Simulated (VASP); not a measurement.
A run of VASP 6.6.1 is set up as follows.

Contents of POSCAR:

```
Cd2S
1.0
    3.9626700490      0.0000000000      0.0000000000
   -1.9813350245      3.4317729293      0.0000000000
    0.0000000000      0.0000000000      5.8091920000
Cd S
2 1
Direct
    0.3333333333      0.6666666667      0.9327170000
    0.6666666667      0.3333333333      0.5787350000
    0.3333333333      0.6666666667      0.3657050000
```

INCAR.step1

```
SYSTEM = Cd2S
PREC = Accurate
ENCUT = 520
EDIFF = 1E-5
ISMEAR = -1
SIGMA = 0.05
LREAL = .FALSE.
LASPH = .TRUE.
NELM = 60
ALGO = Normal
ISIF = 2
LWAVE = .TRUE.
LCHARG = .FALSE.
NBANDS = 22
GGA = PE
```

File INCAR.step2:

```
SYSTEM = Cd2S
PREC = Accurate
ENCUT = 520
EDIFF = 1E-6
ISMEAR = -1
SIGMA = 0.05
LREAL = .FALSE.
LASPH = .TRUE.
NELM = 60
ALGO = Normal
ISIF = 2
LWAVE = .FALSE.
LCHARG = .FALSE.
GGA = PE
LHFCALC = .TRUE.
AEXX = 0.35
PRECFOCK = Normal
NBANDS = 22
ISTART = 1
```

File KPOINTS:

```
Automatic mesh
0
G
  5 5 3
  0 0 0
```

Potentials or basis: VASP PAW PBE potentials, release 64 (Cd, S).

The run is started by

```console
$ cat potpaw_PBE.64/Cd/POTCAR potpaw_PBE.64/S/POTCAR > POTCAR
$ cp INCAR.step1 INCAR
$ mpirun -np 1 vasp_std > vasp.out
$ cp INCAR.step2 INCAR
$ mpirun -np 1 vasp_std > vasp.out
```

(1) Predict the band gap on the k mesh.

(2) What does it give for the largest force?

Results:

(1) 2.23 eV (least direct gap 2.37 eV).

(2) 0.295 eV/Å.

Caveat: the PAW data sets were made with another functional, which shifts forces and pressure a little.
